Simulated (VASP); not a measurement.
# Pd (I4/mmm) in VASP: a series of runs

Pd is run at these levels: PBE; tasks: single point.

Everything below comes from runs of VASP 6.6.1. Logs are shortened: lines on timing, memory, paths and dates and some standing lists are left out, and cuts for length are marked.

**1. The cell of the first run**

It takes space group I4/mmm (No. 139, tetragonal). Conventional cell: a = 2.706 Å, b = 2.706 Å, c = 4.018 Å, α = 90.00°, β = 90.00°, γ = 90.00°. Pd (site symmetry 4/mmm) has 12 Pd at 2.71 to 2.77 Å within 3.6 Å.

**2. Single point, PBE**

INCAR reads:

```
PREC = Accurate ; ENCUT = 520
EDIFF = 1E-6 ; ISMEAR = 0
SIGMA = 0.15 ; LREAL = False
LASPH = True ; NELM = 80
ALGO = Fast ; ISIF = 2
LWAVE = False ; LCHARG = False
GGA = PE ; NBANDS = 11
```

KPOINTS reads:

```
regular mesh
0
Gamma
  24 24 24
```

POSCAR reads:

```
Pd
1.0
    0.0000000000      1.9135251587      2.0092014167
    1.9135251587      0.0000000000      2.0092014167
    1.9135251587      1.9135251587      0.0000000000
Pd
1
Direct
    0.0000000000      0.0000000000      0.0000000000
```

Potentials or basis: VASP PAW PBE potentials, release 64 (Pd).

The run is started by

```sh
cat potpaw_PBE.64/Pd/POTCAR > POTCAR
mpirun -np 1 vasp_std > vasp.out
```

OUTCAR:

```text
PREC = Accurate
   ENCUT = 520
   EDIFF = 1E-6
   ISMEAR = 0
   LREAL = False
   LASPH = True
   NELM = 80
   ISIF = 2
   GGA = PE

 ion  position               nearest neighbor table
   1  0.000  0.000  0.000-

  LATTYP: Found a body centered tetragonal cell.
 ALAT       =     2.7061332314
 C/A-ratio  =     1.4849242405

  Lattice vectors:

 A1 = (  -1.9135251587,   0.0000000000,   2.0092014167)
 A2 = (   1.9135251587,   0.0000000000,   2.0092014167)
 A3 = (   0.0000000000,   1.9135251587,  -2.0092014167)

Analysis of symmetry for initial positions (statically):
=====================================================================
 Subroutine PRICEL returns:
 Original cell was already a primitive cell.

 Routine SETGRP: Setting up the symmetry group for a
 body centered tetragonal supercell.

 Subroutine GETGRP returns: Found 16 space group operations
 (whereof 16 operations were pure point group operations)
 out of a pool of 16 trial point group operations.

The static configuration has the point symmetry D_4h.

Analysis of symmetry for dynamics (positions and initial velocities):
=====================================================================
 Subroutine PRICEL returns:
 Original cell was already a primitive cell.

 Routine SETGRP: Setting up the symmetry group for a
 body centered tetragonal supercell.

 Subroutine GETGRP returns: Found 16 space group operations
 (whereof 16 operations were pure point group operations)
 out of a pool of 16 trial point group operations.

The dynamic configuration has the point symmetry D_4h.

 Subroutine INISYM returns: Found 16 space group operations
 (whereof 16 operations are pure point group operations),
 and found     1 'primitive' translations

----------------------------------------------------------------------------------------

                                     Primitive cell

  volume of cell :      14.7137

  direct lattice vectors                    reciprocal lattice vectors
     0.000000000  1.913525159  2.009201417    -0.261297845  0.261297845  0.248855090
     1.913525159  0.000000000  2.009201417     0.261297845 -0.261297845  0.248855090
     1.913525159  1.913525159  0.000000000     0.261297845  0.261297845 -0.248855090

  length of vectors
     2.774611480  2.774611480  2.706133231     0.445513169  0.445513169  0.445513169

  position of ions in fractional coordinates (direct lattice)
     0.000000000  0.000000000  0.000000000

[... 83 lines left out ...]
   POTIM  = 0.5000    time-step for ionic-motion
   TEBEG  =    0.0;   TEEND  =   0.0 temperature during run
   PSTRESS=    0.0 pullay stress
   NELECT =      10.0000    total number of electrons
   NUPDOWN=      -1.0000    fix difference up-down
   EMIN   =  10.00;   EMAX   =-10.00  energy-range for DOS
   EFERMI =   0.00;   METHOD = LEGACY
   ISMEAR =     0;   SIGMA  =   0.15  broadening in eV -4-tet -1-fermi 0-gaus
   EFERMI_NEDOS =   21; number of points for ismear=-14 and -15
   IALGO  =     68    algorithm
   IMIX   =      4    mixing-type and parameters
     AMIX     =   0.40;   BMIX     =  1.00
     AMIX_MAG =   1.60;   BMIX_MAG =  1.00
  volume/ion in A,a.u.               =      14.71        99.29
  Fermi-wavevector in a.u.,A,eV,Ry     =   1.439354  2.719984 28.187725  2.071739
  Thomas-Fermi vector in A             =   2.558219
   LORBIT       =      0    0 simple, 1 ext, 2 COOP (PROOUT), +10 PAW based schemes
   GGA     = PE    functional components
   LHFCALC =     F    Hartree Fock is set to
   AEXX    =    0.0000 exact exchange contribution
   IVDW    =     0    specifies the selected vdW correction
   LEPSILON=     F    determine dielectric tensor
   LRPA    =     F    only Hartree local field effects (RPA)
 non-spin polarized calculation
 RMM-DIIS sequential band-by-band and
 Gauss-broadening in eV      SIGMA  =   0.15
  energy-cutoff  :      520.00
  volume of cell :       14.71
 maximum number of plane-waves:       407
 NGX is ok and might be reduce to    24
   NGX = 11   NGY = 11   NGZ =  9

 number of electron      10.0000000 magnetization

 number of electron       9.9999998 magnetization

 Free energy of the ion-electron system (eV)
  ---------------------------------------------------
  ext. energy  EPLUGINS =         0.00000000
  ---------------------------------------------------
  free energy    TOTEN  =        -5.21318936 eV

  energy without entropy =       -5.18872434  energy(sigma->0) =       -5.20095685

 E-fermi :   9.8330     XC(G=0): -13.1995

 val. band max:        9.8327207433   @ k =  -0.2917   0.4167   0.2500
 cond. band min:       9.8339381577   @ k =   0.4583   0.0000   0.0833
 fundamental gap:      0.0012174145
 Fermi energy:         9.8329800179

 k-point     1 :       0.0000    0.0000    0.0000
  band No.  band energies     occupation
      1       2.6672      2.00000
      2       6.6705      2.00000
      3       7.1454      2.00000
      4       7.1454      2.00000
      5       8.3373      2.00000
      6       8.8276      2.00000
      7      27.0600      0.00000
      8      31.0525      0.00000
      9      32.2010      0.00000
     10      32.2010      0.00000
     11      37.0026      0.00000
[... 309 lines left out ...]
 k-point    24 :       0.4583    0.0417    0.0000
  band No.  band energies     occupation
      1       4.5777      2.00000
      2       6.7046      2.00000
      3       7.2152      2.00000
      4       9.3457      2.00000
      5       9.6858      1.83466
      6      10.7507      0.00000
      7      17.8845      0.00000
      8      26.4267      0.00000
      9      30.7097      0.00000
     10      31.3261      0.00000
     11      36.6652      0.00000

 [... further k-points ...]

------------------------ aborting loop because EDIFF is reached ----------------------------------------

  FORCE on cell =-STRESS in cart. coord.  units (eV):
  Direction    XX          YY          ZZ          XY          YZ          ZX
  --------------------------------------------------------------------------------------
  -------------------------------------------------------------------------------------
  Total        0.7974956      0.7974956      0.4906485      0.0000000      0.0000000     -0.0000000
  in kB       86.8394523     86.8394523     53.4268130      0.0000000      0.0000000     -0.0000000
  external PRESSURE =      75.7019059 kB  Pullay stress =       0.0000000 kB

 VOLUME and BASIS-vectors are now :
 -----------------------------------------------------------------------------
  energy-cutoff  :      520.00
  volume of cell :       14.71
      direct lattice vectors                 reciprocal lattice vectors
     0.000000000  1.913525159  2.009201417    -0.261297845  0.261297845  0.248855090
     1.913525159  0.000000000  2.009201417     0.261297845 -0.261297845  0.248855090
     1.913525159  1.913525159  0.000000000     0.261297845  0.261297845 -0.248855090

 POSITION                                       TOTAL-FORCE (eV/Angst)
 -----------------------------------------------------------------------------------
      0.00000      0.00000      0.00000        -0.000000      0.000000      0.000000
 -----------------------------------------------------------------------------------
    total drift:                                0.000000      0.000000     -0.000000

  FREE ENERGIE OF THE ION-ELECTRON SYSTEM (eV)
  ---------------------------------------------------
  free  energy   TOTEN  =        -5.2131893637 eV

  energy  without entropy=       -5.1887243418  energy(sigma->0) =       -5.20095685
```

Wall time 51 s (1 thread of Intel Xeon 6975P-C (Granite Rapids), shared host); peak memory 0.28 GiB.

What came out:

```
Free energy            : -5.2132 eV
Pressure               : 7.6 GPa
Band gap on the k mesh : zero (band 5 reaches 10.30 eV, above the bottom of band 6 at 8.55 eV)
```

Levels at points of the mesh, in eV from the Fermi level:
| k point | band 3 | band 4 | band 5 | band 6 | band 7 | band 8 |
| --- | --- | --- | --- | --- | --- | --- |
| (0.00, 0.00, 0.00) | -2.69 | -2.69 | -1.50 | -1.01 | 17.23 | 21.22 |
| (0.50, 0.00, 0.00) | -2.69 | -0.13 | 0.06 | 1.01 | 7.35 | 16.46 |
| (0.50, 0.50, 0.00) | -0.04 | 0.27 | 0.27 | 2.73 | 9.93 | 13.84 |
| (0.50, 0.00, 0.50) | -0.08 | 0.12 | 0.46 | 3.67 | 11.24 | 12.80 |

**3. Single point, PBE**

INCAR reads:

```
PREC = Accurate ; ENCUT = 520
EDIFF = 1E-7 ; ISMEAR = 0
SIGMA = 0.15 ; LREAL = False
LASPH = True ; NELM = 60
ALGO = Fast ; ISIF = 2
LWAVE = False ; LCHARG = False
GGA = PE ; NBANDS = 11
```

KPOINTS reads:

```
Automatic mesh
0
Gamma
  24 24 24
```

POSCAR reads:

```
Pd
1.0
    0.0000000000      1.9715457769      1.8926839458
    1.9715457769      0.0000000000      1.8926839458
    1.9715457769      1.9715457769      0.0000000000
Pd
1
Direct
    0.0000000000      0.0000000000      0.0000000000
```

Potentials or basis: VASP PAW PBE potentials, release 64 (Pd).

The run is started by

```sh
cat potpaw_PBE.64/Pd/POTCAR > POTCAR
mpirun -np 1 vasp_std > vasp.out
```

Wall time 63 s (1 thread of Intel Xeon 6975P-C (Granite Rapids), shared host); peak memory 0.28 GiB.

It converged, with:

```yaml
Free_energy: -5.2153 eV
Pressure: 7.5 GPa
Band_gap_on_the_k_mesh: zero (band 5 reaches 10.24 eV, above the bottom of band 6 at 8.52 eV)
```

Stress tensor (GPa, compression positive):
```
6.90 0.00 0.00
0.00 6.90 0.00
0.00 0.00 8.84
```

Levels at points of the mesh, in eV from the Fermi level:
```tsv
k point	band 1	band 2	band 3	band 4	band 5	band 6	band 7	band 8	band 9	band 10
(0.00, 0.00, 0.00)	-7.17	-2.97	-2.97	-2.60	-1.44	-1.06	17.21	21.65	21.65	22.65
(0.50, 0.00, 0.00)	-5.32	-3.09	-2.72	-0.12	0.06	1.01	7.34	16.49	20.70	21.63
(0.50, 0.50, 0.00)	-5.42	-5.13	-0.06	0.29	0.29	3.90	11.54	12.71	12.71	21.15
(0.50, 0.00, 0.50)	-5.42	-5.12	-0.07	0.15	0.40	3.08	10.43	13.36	13.62	21.87
```
